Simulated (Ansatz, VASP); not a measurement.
**One calculation of TaCuP2, two programs**

The input INCAR:

```
SYSTEM = TaCuP2
PREC = Accurate
ENCUT = 600
EDIFF = 1E-6
ISMEAR = -1
SIGMA = 0.1
LREAL = .False.
LASPH = .True.
NELM = 150
ALGO = Normal
ISIF = 3
LWAVE = .False.
LCHARG = .False.
LMAXMIX = 4
LDAU = .True.
LDAUTYPE = 2
LDAUL = -1 2 -1
LDAUU = 0 5 0
LDAUJ = 0 0 0
LDAUPRINT = 1
GGA = PE
IBRION = 2
NSW = 60
EDIFFG = -0.01
```

KPOINTS

```
Automatic mesh
0
Gamma
  6 6 6
  0 0 0
```

File POSCAR:

```
TaCuP2
1.0
    3.5999600000      0.0000000000      0.0000000000
   -1.7999800000      3.1176620000      0.0000000000
    0.0000000000     -2.0784370000      6.6726340000
Ta Cu P
1 1 2
Direct
    0.5000000000      0.0000000000      0.5000000000
    0.0000000000      0.0000000000      0.0000000000
    0.1190000000      0.2380000000      0.3570000000
    0.8810000000      0.7620000000      0.6430000000
```

Input for Ansatz:

```yaml
crystal:
  lattice:
    - [3.59996, 0.0, 0.0]
    - [-1.79998, 3.117662, 0.0]
    - [0.0, -2.078437, 6.672634]
  atoms:
    - { symbol: Ta, position: [0.5, 0.0, 0.5] }
    - { symbol: Cu, position: [0.0, 0.0, 0.0] }
    - { symbol: P, position: [0.119, 0.238, 0.357] }
    - { symbol: P, position: [0.881, 0.762, 0.643] }
  symmetry: { tolerance: 0.0003 }
kpoints:
  mp_grid: { grid: [6, 6, 6], shift: [0, 0, 0] }
magnetization:
  spin_polarized: false
scf:
  occupations: { method: fermi_dirac }
  eigensolver: { kind: davidson }
hamiltonian:
  pseudopotentials: { kind: paw }
  xc: pbe
  hubbard: { sites: [{ species: Cu, l: d, u_eff: 5.0 }], double_counting: fll }
basis:
  ecutwfc: 420
  ecutrho_ratio: 8
output:
  forces: true
  stress: true
  eigenvalues: true
  write_density: true
  write_potential: true
  elf: true
  volumetric_format: npy
relax:
  max_steps: 40
  cell: {}
```

Alike in both runs: task relaxation of cell and atoms; functional PBE; k mesh 6 × 6 × 6; no spin polarisation; Hubbard terms Cu d U = 5.0 eV.

|  | VASP | Ansatz |
| --- | --- | --- |
| version | VASP 6.6.1 | Ansatz 0.2.0 |
| potentials or method | VASP PAW PBE potentials, release 64 (Ta_pv, Cu, P), cutoff 600 eV | PAW plane waves |
| occupations | fermi-dirac, width 0.1 eV | fermi-dirac |
| valence electrons in the cell | 32 | 42 |

```csv
,VASP,Ansatz,Ansatz less VASP
"gap on the k mesh at the Fermi level, each at its own relaxed structure (eV)",none,none,-
relaxed volume (Å³/atom),17.63,17.64,+0.005
relaxed cell length with the largest relative difference (Å),8.067,8.112,+0.0445
```

The programs project onto different local orbitals, so the same U acts differently, and such runs can settle in different states. A gap of «none» marks a metal or a gap that the smearing closes. VASP's potentials hold 32 valence electrons a cell and Ansatz's 42, so a difference there can come from the potentials and not from the codes. Ansatz's warnings: filled band counts differ across k points, structure snapped to symmetry.

Neither program's run includes spin-orbit coupling.
